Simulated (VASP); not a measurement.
Here is a VASP 6.6.1 calculation.

The input INCAR:

```
PREC = Accurate ; ENCUT = 520
EDIFF = 1E-7 ; ISMEAR = -1
SIGMA = 0.15 ; LREAL = False
LASPH = True ; NELM = 150
ALGO = Normal ; ISIF = 2
LWAVE = False ; LCHARG = False
ISPIN = 2 ; MAGMOM = 2.8 0
LORBIT = 11 ; LMAXMIX = 4
GGA = PE ; NBANDS = 20
```

File KPOINTS:

```
regular mesh
0
Gamma
  3 3 3
```

File POSCAR:

```
MnS
1.0
    0.0000000000      2.6045000000      2.6045000000
    2.6045000000      0.0000000000      2.6045000000
    2.6045000000      2.6045000000      0.0000000000
Mn S
1 1
Direct
    0.0000000000      0.0000000000      0.0000000000
    0.5000000000      0.5000000000      0.5000000000
```

Potentials or basis: VASP PAW PBE potentials, release 64 (Mn_pv, S).

Launch:

```sh
$ cat potpaw_PBE.64/Mn_pv/POTCAR potpaw_PBE.64/S/POTCAR > POTCAR
$ mpirun -np 1 vasp_std > vasp.out
```

Problem. Predict the pressure.

Solution. -4.2 GPa.

Problem. Predict the site moments.

Solution. Mn +4.14; S +0.07 μB.

Problem. What does it give for the net moment?

Solution. 4.50 μB per cell.

Caveat: the k points lie up to 0.70 Å⁻¹ apart; a cell with one magnetic atom can't hold antiferromagnetic order, which such compounds often take.
